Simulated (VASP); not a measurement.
# CdSe (F-43m) in VASP: a series of runs, part 2 of 2

VASP 6.6.1. Earlier steps stand in the parts before.

### Step 4. Relaxation of cell and atoms, r2SCAN+rVV10

The input, POSCAR:

```
CdSe
1.0
    0.0000000000      3.0702710000      3.0702710000
    3.0702710000      0.0000000000      3.0702710000
    3.0702710000      3.0702710000      0.0000000000
Cd Se
1 1
Direct
    0.0000000000      0.0000000000      0.0000000000
    0.7500000000      0.7500000000      0.7500000000
```

The input, INCAR.step1:

```
SYSTEM = CdSe
PREC     = Accurate       ! precision mode
ENCUT    = 600            ! plane-wave cutoff, eV
ISMEAR   = 0              ! smearing method
SIGMA    = 0.01           ! smearing width, eV
LREAL    = .FALSE.        ! projectors in reciprocal space
LASPH    = .TRUE.         ! aspherical terms in the spheres
NELM     = 80             ! most SCF steps
GGA      = PE             ! functional
ALGO     = Normal         ! electronic algorithm
EDIFF    = 1E-4           ! SCF threshold, eV
LWAVE    = .TRUE.         ! write WAVECAR
LCHARG   = .FALSE.        ! write CHGCAR
```

The input, INCAR.step2:

```
SYSTEM = CdSe
PREC     = Accurate       ! precision mode
ENCUT    = 600            ! plane-wave cutoff, eV
EDIFF    = 1E-6           ! SCF threshold, eV
ISMEAR   = 0              ! smearing method
SIGMA    = 0.01           ! smearing width, eV
LREAL    = .FALSE.        ! projectors in reciprocal space
LASPH    = .TRUE.         ! aspherical terms in the spheres
NELM     = 80             ! most SCF steps
ALGO     = Normal         ! electronic algorithm
ISIF     = 3              ! what is computed and relaxed
LWAVE    = .FALSE.        ! write WAVECAR
LCHARG   = .FALSE.        ! write CHGCAR
METAGGA  = R2SCAN         ! meta-GGA
LMIXTAU  = .TRUE.       
LUSE_VDW = .TRUE.       
IVDW_NL  = 2            
BPARAM   = 11.95        
CPARAM   = 0.0093       
IBRION   = 2              ! ionic algorithm
NSW      = 80             ! ionic steps
EDIFFG   = -0.01          ! ionic threshold
ISTART   = 1
```

The input, KPOINTS:

```
regular mesh
0
G
  5 5 5
  0 0 0
```

Potentials or basis: VASP PAW PBE potentials, release 64 (Cd, Se).

Launch:

```bash
$ cat potpaw_PBE.64/Cd/POTCAR potpaw_PBE.64/Se/POTCAR > POTCAR
$ cp INCAR.step1 INCAR
$ mpirun -np 1 vasp_std > vasp.out
$ cp INCAR.step2 INCAR
$ mpirun -np 1 vasp_std > vasp.out
```

OUTCAR:

```text
SYSTEM = CdSe
   PREC = Accurate
   ENCUT = 600
   EDIFF = 1E-6
   ISMEAR = 0
   LREAL = .FALSE.
   LASPH = .TRUE.
   NELM = 80
   ISIF = 3
   METAGGA = R2SCAN
   IVDW_NL = 2
   BPARAM = 11.95
   IBRION = 2
   NSW = 80
   EDIFFG = -0.01
   ISTART = 1

 ion  position               nearest neighbor table
   1  0.000  0.000  0.000-   2 2.66   2 2.66   2 2.66   2 2.66
   2  0.750  0.750  0.750-   1 2.66   1 2.66   1 2.66   1 2.66

  LATTYP: Found a face centered cubic cell.
 ALAT       =     6.1405420000

  Lattice vectors:

 A1 = (   0.0000000000,   3.0702710000,   3.0702710000)
 A2 = (   3.0702710000,   0.0000000000,   3.0702710000)
 A3 = (   3.0702710000,   3.0702710000,   0.0000000000)

Analysis of symmetry for initial positions (statically):
=====================================================================
 Subroutine PRICEL returns:
 Original cell was already a primitive cell.

 Routine SETGRP: Setting up the symmetry group for a
 face centered cubic supercell.

 Subroutine GETGRP returns: Found 24 space group operations
 (whereof 24 operations were pure point group operations)
 out of a pool of 48 trial point group operations.

The static configuration has the point symmetry T_d .

Analysis of symmetry for dynamics (positions and initial velocities):
=====================================================================
 Subroutine PRICEL returns:
 Original cell was already a primitive cell.

 Routine SETGRP: Setting up the symmetry group for a
 face centered cubic supercell.

 Subroutine GETGRP returns: Found 24 space group operations
 (whereof 24 operations were pure point group operations)
 out of a pool of 48 trial point group operations.

The dynamic configuration has the point symmetry T_d .

 Subroutine INISYM returns: Found 24 space group operations
 (whereof 24 operations are pure point group operations),
 and found     1 'primitive' translations

----------------------------------------------------------------------------------------

                                     Primitive cell

  volume of cell :      57.8842

  direct lattice vectors                    reciprocal lattice vectors
     0.000000000  3.070271000  3.070271000    -0.162852074  0.162852074  0.162852074
     3.070271000  0.000000000  3.070271000     0.162852074 -0.162852074  0.162852074
     3.070271000  3.070271000  0.000000000     0.162852074  0.162852074 -0.162852074

  length of vectors
     4.342018888  4.342018888  4.342018888     0.282068066  0.282068066  0.282068066

  position of ions in fractional coordinates (direct lattice)
     0.000000000  0.000000000  0.000000000
     0.750000000  0.750000000  0.750000000

  ion indices of the primitive-cell ions
   primitive index   ion index
                 1           1
                 2           2

----------------------------------------------------------------------------------------

 KPOINTS: regular mesh

Automatic generation of k-mesh.
 Grid dimensions read from file:
 generate k-points for:    5    5    5

 Generating k-lattice:

  Cartesian coordinates                     Fractional coordinates (reciprocal lattice)
    -0.032570415  0.032570415  0.032570415     0.200000000  0.000000000  0.000000000
     0.032570415 -0.032570415  0.032570415     0.000000000  0.200000000  0.000000000
     0.032570415  0.032570415 -0.032570415     0.000000000  0.000000000  0.200000000

  Length of vectors
     0.056413613  0.056413613  0.056413613

  Shift w.r.t. Gamma in fractional coordinates (k-lattice)
     0.000000000  0.000000000  0.000000000

 Subroutine IBZKPT returns following result:
 ===========================================

 Found     10 irreducible k-points:

 Following reciprocal coordinates:
            Coordinates               Weight
  0.000000  0.000000  0.000000      1.000000
  0.200000  0.000000  0.000000      8.000000
  0.400000  0.000000  0.000000      8.000000
  0.200000  0.200000  0.000000      6.000000
  0.400000  0.200000  0.000000     24.000000
 -0.400000  0.200000  0.000000     24.000000
 -0.200000  0.200000  0.000000     12.000000
  0.400000  0.400000  0.000000      6.000000
 -0.400000  0.400000  0.000000     12.000000
 -0.400000  0.400000  0.200000     24.000000
   k-points           NKPTS =     10   k-points in BZ     NKDIM =     10   number of bands    NBANDS=     13
   number of dos      NEDOS =    301   number of ions     NIONS =      2
   total plane-waves  NPLWV =  46656
   dimension x,y,z NGX =    36 NGY =   36 NGZ =   36
   dimension x,y,z NGXF=    72 NGYF=   72 NGZF=   72
   ions per type =               1   1
   NGX,Y,Z   is equivalent  to a cutoff of  13.78, 13.78, 13.78 a.u.
   NGXF,Y,Z  is equivalent  to a cutoff of  27.57, 27.57, 27.57 a.u.
 SYSTEM =  CdSe
   PREC   = accura    normal or accurate (medium, high low for compatibility)
   ISTART =      1    job   : 0-new  1-cont  2-samecut
   ICHARG =      0    charge: 1-file 2-atom 10-const
   ISPIN  =      1    spin polarized calculation?
   LNONCOLLINEAR =      F non collinear calculations
   LSORBIT =      F    spin-orbit coupling
   LASPH  =      T    aspherical Exc in radial PAW
   ENCUT  =  600.0 eV  44.10 Ry    6.64 a.u.   8.67  8.67  8.67*2*pi/ulx,y,z
   NELM   =     80;   NELMIN=  2; NELMDL=  0     # of ELM steps
   EDIFF  = 0.1E-05   stopping-criterion for ELM
   LREAL  =      F    real-space projection
   EDIFFG = -.1E-01   stopping-criterion for IOM
   NSW    =     80    number of steps for IOM
   IBRION =      2    ionic relax: 0-MD 1-quasi-New 2-CG
   NFREE  =      1    steps in history (QN), initial steepest desc. (CG)
   ISIF   =      3    stress and relaxation
   ISYM   =      2    0-nonsym 1-usesym 2-fastsym
   POTIM  = 0.5000    time-step for ionic-motion
   TEBEG  =    0.0;   TEEND  =   0.0 temperature during run
   PSTRESS=    0.0 pullay stress
   NELECT =      18.0000    total number of electrons
   NUPDOWN=      -1.0000    fix difference up-down
   EMIN   =  10.00;   EMAX   =-10.00  energy-range for DOS
   EFERMI =   0.00;   METHOD = LEGACY
   ISMEAR =     0;   SIGMA  =   0.01  broadening in eV -4-tet -1-fermi 0-gaus
   EFERMI_NEDOS =   21; number of points for ismear=-14 and -15
   IALGO  =     38    algorithm
   IMIX   =      4    mixing-type and parameters
     AMIX     =   0.40;   BMIX     =  1.00
     AMIX_MAG =   1.60;   BMIX_MAG =  1.00
  volume/ion in A,a.u.               =      28.94       195.31
  Fermi-wavevector in a.u.,A,eV,Ry     =   1.109121  2.095935 16.737201  1.230150
  Thomas-Fermi vector in A             =   2.245657
   LORBIT       =      0    0 simple, 1 ext, 2 COOP (PROOUT), +10 PAW based schemes
   METAGGA = R2SCAN    functional components
   LHFCALC =     F    Hartree Fock is set to
   AEXX    =    0.0000 exact exchange contribution
   IVDW_NL    =     2    kernel type
   BPARAM     =11.9500
   IVDW    =     0    specifies the selected vdW correction
   LEPSILON=     F    determine dielectric tensor
   LRPA    =     F    only Hartree local field effects (RPA)
 conjugate gradient relaxation of ions
 non-spin polarized calculation
 Gauss-broadening in eV      SIGMA  =   0.01
  energy-cutoff  :      600.00
  volume of cell :       57.88
 maximum number of plane-waves:      1944
   NGX = 17   NGY = 17   NGZ = 17

--------------------------------------- Ionic step        1  -------------------------------------------

 number of electron      17.9999997 magnetization

 Free energy of the ion-electron system (eV)
  ---------------------------------------------------
  ext. energy  EPLUGINS =         0.00000000
  ---------------------------------------------------
  free energy    TOTEN  =       -35.31074384 eV

  energy without entropy =      -35.31074384  energy(sigma->0) =      -35.31074384

------------------------ aborting loop because EDIFF is reached ----------------------------------------

  FORCE on cell =-STRESS in cart. coord.  units (eV):
  Direction    XX          YY          ZZ          XY          YZ          ZX
  --------------------------------------------------------------------------------------
  -------------------------------------------------------------------------------------
  Total       -0.2355484     -0.2355484     -0.2355484      0.0000000     -0.0000000     -0.0000000
  in kB       -6.5197448     -6.5197448     -6.5197448      0.0000000     -0.0000000     -0.0000000
  external PRESSURE =      -6.5197448 kB  Pullay stress =       0.0000000 kB
[... 57 lines left out ...]
  energy  without entropy=      -35.3120200213  energy(sigma->0) =      -35.31202002

--------------------------------------- Ionic step        3  -------------------------------------------

 number of electron      17.9999997 magnetization

 Free energy of the ion-electron system (eV)
  ---------------------------------------------------
  ext. energy  EPLUGINS =         0.00000000
  ---------------------------------------------------
  free energy    TOTEN  =       -35.31222574 eV

  energy without entropy =      -35.31222574  energy(sigma->0) =      -35.31222574

 E-fermi :   0.6092     XC(G=0):  -9.4249

 val. band max:        0.5104186408   @ k =   0.0000   0.0000   0.0000
 cond. band min:       1.5036116904   @ k =   0.0000   0.0000   0.0000
 fundamental gap:      0.9931930497
 Fermi energy:         0.6091543210

 k-point     1 :       0.0000    0.0000    0.0000
  band No.  band energies     occupation
      1     -12.4226      2.00000
      2      -7.5982      2.00000
      3      -7.5982      2.00000
      4      -7.5982      2.00000
      5      -7.2132      2.00000
      6      -7.2132      2.00000
      7       0.5104      2.00000
      8       0.5104      2.00000
      9       0.5104      2.00000
     10       1.5036      0.00000
     11       6.9533      0.00000
     12       6.9533      0.00000
     13       6.9533      0.00000
[... 171 lines left out ...]
  FREE ENERGIE OF THE ION-ELECTRON SYSTEM (eV)
  ---------------------------------------------------
  free  energy   TOTEN  =       -35.3122257424 eV

  energy  without entropy=      -35.3122257424  energy(sigma->0) =      -35.31222574

 reached required accuracy - stopping structural energy minimisation
```

Wall time 10 min (1 thread of AMD EPYC 7R13, shared host); peak memory 0.37 GiB.

Results:

- Free energy: -35.3122 eV
- Relaxed volume: 28.58 Å³/atom
- Relaxed cell: a = 4.324 Å, b = 4.324 Å, c = 4.324 Å, α = 60.00°, β = 60.00°, γ = 60.00°
- Space group after relaxing (to 0.05 Å): F-43m (No. 216)
- Energy gained by relaxing: 0.7 meV/atom
- Ionic steps: 3
- Pressure after relaxing: 0.0 GPa
- Band gap on the k mesh: 0.99 eV, direct

The path:
| step | energy change (eV) | largest force (eV/Å) | pressure (GPa) | volume (Å³) |
| --- | --- | --- | --- | --- |
| 1 | 0.0000 | 0.0000 | -0.65 | 57.88 |
| 2 | -0.0013 | 0.0000 | 0.26 | 56.90 |
| 3 | -0.0015 | 0.0000 | 0.01 | 57.17 |

Final structure:
```
Cd Se
1.0
     0.00000    3.05753    3.05753
     3.05753    0.00000    3.05753
     3.05753    3.05753    0.00000
Cd Se
1 1
Direct
  0.00000 0.00000 0.00000
  0.75000 0.75000 0.75000
```

Levels at points of the mesh, in eV from the valence-band top:
```
           k point  band 6  band 7  band 8  band 9  band 10  band 11  band 12  band 13
(0.00, 0.00, 0.00)   -7.72    0.00    0.00    0.00     0.99     6.44     6.44     6.44
```

Caveat: the PAW data sets were made with another functional, which shifts forces and pressure a little. r2SCAN opens gaps a little over a GGA but as a rule still falls short of measured ones.

### Step 5. Summary

| level | gap on the mesh (eV) | pressure (GPa) | relaxed volume (Å³/atom) |
| --- | --- | --- | --- |
| RPBE | 0.56 | 0.0 | 31.18 |
| PBE+D4 | 0.56 | 0.0 | 28.72 |
| r2SCAN+rVV10 | 0.99 | 0.0 | 28.58 |

Alike in all rows: task relaxation of cell and atoms; potentials or basis VASP PAW PBE potentials, release 64 (Cd, Se); no spin polarisation; cell relaxed; k mesh 5 × 5 × 5; cutoff (eV) 600; smearing gaussian 0.01 eV.

Caveats: the PAW data sets were made with another functional, which shifts forces and pressure a little (some runs).

Total energies depend on the potentials used, so only differences within one code and one set of settings carry meaning.
